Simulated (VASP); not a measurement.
Here is a VASP 6.6.1 calculation.

The input INCAR:

```
SYSTEM = Ca
ALGO     = Normal         ! electronic algorithm
EDIFF    = 1E-6           ! SCF threshold, eV
ENCUT    = 500            ! plane-wave cutoff, eV
GGA      = PS             ! functional
GGA_COMPAT= .False.      
ISIF     = 2              ! what is computed and relaxed
ISMEAR   = -1             ! smearing method
LASPH    = .True.         ! aspherical terms in the spheres
LCHARG   = .True.         ! write CHGCAR
LELF     = .True.         ! ELF
LREAL    = .False.        ! projectors in reciprocal space
LVHAR    = .True.       
LWAVE    = .False.        ! write WAVECAR
NBANDS   = 11             ! bands
NELM     = 120            ! most SCF steps
PREC     = Accurate       ! precision mode
SIGMA    = 0.1            ! smearing width, eV
```

File KPOINTS:

```
k-points
0
Gamma
  6 6 4
  0 0 0
```

The input POSCAR:

```
Ca
1.0
    3.5890000000      0.0000000000      0.0000000000
   -1.7945000000      3.1081650000      0.0000000000
    0.0000000000      0.0000000000      4.9110000000
Ca
1
Direct
    0.0000000000      0.0000000000      0.0000000000
```

Potentials or basis: VASP PAW PBE potentials, release 64 (Ca_sv).

Command:

```console
$ cat potpaw_PBE.64/Ca_sv/POTCAR > POTCAR
$ mpirun -np 1 vasp_std > vasp.out
```

Task: Predict the band gap on the k mesh.

Result: Zero (bands 5 and 6 overlap by 1.79 eV).

Task: Estimate the pressure.

Result: 0.6 GPa.

Stress tensor (GPa, compression positive):
```
 2.76  0.00  0.00
 0.00  2.76  0.00
 0.00  0.00 -3.74
```

Caveat: the PAW data sets were made with another functional, which shifts forces and pressure a little.
